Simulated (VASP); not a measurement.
# RbSn2: single point with PBE

The system is RbSn2.

```xyz
6
Lattice="0.0000 4.6663 4.6663 4.6663 0.0000 4.6663 4.6663 4.6663 0.0000" Properties=species:S:1:pos:R:3 pbc="T T T"
Rb    0.0000    0.0000    0.0000
Rb    2.3332    2.3332    2.3332
Sn    5.8329    5.8329    5.8329
Sn    5.8329    3.4997    3.4997
Sn    3.4997    3.4997    5.8329
Sn    3.4997    5.8329    3.4997
```

* Program: VASP 6.6.1
* Task: single point
* Functional: PBE
* Potentials or basis: VASP PAW PBE potentials, release 64 (Rb_sv, Sn_d)
* Cutoff: 520 eV
* k mesh: 8 × 8 × 8
* Occupations: gaussian, width 0.1 eV
* Spin: no spin polarisation

| Property | Result |
| --- | --- |
| Pressure | 0.0 GPa |
| Band gap on the k mesh | zero (bands 37 and 38 overlap by 1.98 eV) |

Levels at points of the mesh, in eV from the Fermi level:
```
           k point  band 33  band 34  band 35  band 36  band 37  band 38  band 39  band 40  band 41  band 42
(0.00, 0.00, 0.00)    -3.87    -1.95    -1.95    -1.95    -1.10    -1.10     2.01     4.24     4.24     4.24
(0.50, 0.00, 0.00)    -2.93    -1.42    -1.42     0.77     0.77     0.77     0.77     0.80     1.30     2.53
(0.50, 0.50, 0.00)    -2.24    -2.24     0.71     0.71     0.87     0.87     0.91     0.91     0.93     0.93
```

It took 20 min on 1 thread of AMD EPYC 7R43 64-Core Processor (Zen 3) (shared host), peak memory 0.45 GiB.

Caveat: spin-orbit coupling is left out, which moves the levels of the heavy elements.
